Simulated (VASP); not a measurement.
Wanted: the native input for a VASP 6.6.1 run.

```yaml
Task: relaxation of cell and atoms
Functional: RPBE
Potentials_or_basis: VASP PAW PBE potentials, release 64 (Ca_sv, O)
Cutoff: 600 eV
k_mesh: 6 × 6 × 6
Occupations: fermi-dirac, width 0.01 eV
Spin: no spin polarisation
Dipole_correction: no
Further_INCAR_settings: ALGO = Normal; EDIFF = 1e-06; IBRION = 2; EDIFFG = -0.01; NSW = 80; ISIF = 3
```

The structure of CaO (Lime) lies in POSCAR:

```
CaO
1.0
    0.0000000000      2.4065000000      2.4065000000
    2.4065000000      0.0000000000      2.4065000000
    2.4065000000      2.4065000000      0.0000000000
Ca O
1 1
Direct
    0.0000000000      0.0000000000      0.0000000000
    0.5000000000      0.5000000000      0.5000000000
```

These files were run (other wordings do the same):

INCAR

```
SYSTEM = CaO
  PREC = Accurate
  ENCUT = 600
  EDIFF = 1E-6
  ISMEAR = -1
  SIGMA = 0.01
  LREAL = .False.
  LASPH = .True.
  NELM = 100
  ALGO = Normal
  ISIF = 3
  LWAVE = .False.
  LCHARG = .False.
  GGA = RP
  IBRION = 2
  NSW = 80
  EDIFFG = -0.01
```

KPOINTS

```
regular mesh
0
Gamma
  6 6 6
  0 0 0
```

Potentials or basis: VASP PAW PBE potentials, release 64 (Ca_sv, O).

The run is started by

```sh
$ cat potpaw_PBE.64/Ca_sv/POTCAR potpaw_PBE.64/O/POTCAR > POTCAR
$ mpirun -np 1 vasp_std > vasp.out
```

Results of the run:

```
Relaxed volume                         : 14.67 Å³/atom
Relaxed cell                           : a = 3.462 Å, b = 3.462 Å, c = 3.462 Å, α = 60.00°, β = 60.00°, γ = 60.00°
Space group after relaxing (to 0.05 Å) : Fm-3m (No. 225)
Energy gained by relaxing              : 11.9 meV/atom
Ionic steps                            : 3
Pressure after relaxing                : 0.0 GPa
Band gap on the k mesh                 : 3.75 eV, indirect (least direct gap 4.13 eV)
```

Caveat: the PAW data sets were made with another functional, which shifts forces and pressure a little.

Run time: 24 s on 1 thread of Intel Xeon 6975P-C, with other jobs on the host, peak memory 0.17 GiB.
